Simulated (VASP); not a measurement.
Set up this calculation in VASP 6.6.1, as the native input.

- Task: single point
- Functional: PBE
- Potentials or basis: VASP PAW PBE potentials, release 64 (Al, Ga_d, O)
- Cutoff: 520 eV
- k mesh: 6 × 6 × 6
- Occupations: gaussian, width 0.01 eV
- Spin: non-collinear spin, zero start, spin-orbit coupling
- Dipole correction: no
- Further INCAR settings: ALGO = Normal; EDIFF = 1e-06; NBANDS = 78

The structure of Al3GaO6 lies in POSCAR:

```
Al3GaO6
1.0
    2.4077890398      1.3901376486      4.3678099106
   -2.4077890398      1.3901376486      4.3678099106
    0.0000000000     -2.7802753023      4.3678099090
Al Ga O
3 1 6
Direct
    0.8531575545      0.8531575545      0.8531575545
    0.6482043944      0.6482043944      0.6482043944
    0.3491418545      0.3491418545      0.3491418545
    0.1422502879      0.1422502879      0.1422502879
    0.7353943456      0.4568612171      0.0572660895
    0.9433608430      0.2487596475      0.5656037658
    0.0572660895      0.7353943456      0.4568612171
    0.4568612171      0.0572660895      0.7353943456
    0.5656037658      0.9433608430      0.2487596475
    0.2487596475      0.5656037658      0.9433608430
```

These files were run (other wordings do the same):

INCAR

```
SYSTEM = Al3GaO6
PREC = Accurate ; ENCUT = 520
EDIFF = 1E-6 ; ISMEAR = 0
SIGMA = 0.01 ; LREAL = .False.
LASPH = .True. ; NELM = 150
ALGO = Normal ; ISIF = 2
LWAVE = .False. ; LCHARG = .True.
LNONCOLLINEAR = .True. ; MAGMOM = 0 0 0 0 0 0 0 0 0 0 0 0 0 0 0 0 0 0 0 0 0 0 0 0 0 0 0 0 0 0
LORBIT = 11 ; LSORBIT = .True.
GGA_COMPAT = .False. ; LORBMOM = .True.
GGA = PE ; LVHAR = .True.
NBANDS = 78
```

KPOINTS

```
Automatic mesh
0
Gamma
  6 6 6
  0 0 0
```

Potentials or basis: VASP PAW PBE potentials, release 64 (Al, Ga_d, O).

The run is started by

```console
$ cat potpaw_PBE.64/Al/POTCAR potpaw_PBE.64/Ga_d/POTCAR potpaw_PBE.64/O/POTCAR > POTCAR
$ mpirun -np 1 vasp_ncl > vasp.out
```

It gave:

```yaml
Pressure: 8.2 GPa
Largest_force: 0.171 eV/Å
Net_moment: 0.00 μB per cell
Valence_electrons_inside_the_program's_atomic_spheres: Al 0.70, 0.71 (each value once); Ga 11.72; O 5.17
```

Caveat: the cell stands under pressure.

It took 39 min on 1 thread of Oxide Virtual Turin-like Processor (shared host), peak memory 0.92 GiB.
